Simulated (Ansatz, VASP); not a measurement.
# Sc4BP3: VASP beside Ansatz

```
CELL_PARAMETERS angstrom
5.27649 0.00000 0.01248
0.00000 3.88426 0.00000
0.00618 0.00000 6.75824
ATOMIC_POSITIONS crystal
Sc 0.25738 0.00000 0.07159
Sc 0.74261 0.00000 0.42840
Sc 0.73089 0.50000 0.90488
Sc 0.26911 0.50000 0.59512
B 0.50001 0.00000 0.75001
P 0.99997 0.00000 0.75000
P 0.50002 0.50000 0.24999
P 0.00002 0.50000 0.25001
```

Change from the starting cell: species swapped into the CrFe3As4 type (Pm, No. 6).

Alike in both runs: functional PBE; k mesh 3 × 5 × 3; occupations gaussian, width 0.2 eV; no spin polarisation.

Ansatz relaxed the structure, and its values are those at the end. VASP's run is a single point on that final structure, the one shown.

|  | VASP | Ansatz |
| --- | --- | --- |
| version | VASP 6.6.1 | Ansatz 0.2.0 |
| potentials or method | VASP PAW PBE potentials, release 64 (Sc_sv, B, P), cutoff 520 eV | scalar-relativistic, plane waves, PAW |
| valence electrons in the cell | 62 | 62 |

|  | VASP | Ansatz | Ansatz less VASP |
| --- | --- | --- | --- |
| gap on the k mesh at the Fermi level (eV) | none | none | - |
| pressure (GPa) | 0.4 | 0.2 | -0.19 |
| rms of the force components (eV/Å) | 0.011 | 0.011 | 0.0000 |

A gap of «none» marks a metal or a gap that the smearing closes.

The k mesh is coarse, so the values compare programs but aren't converged.
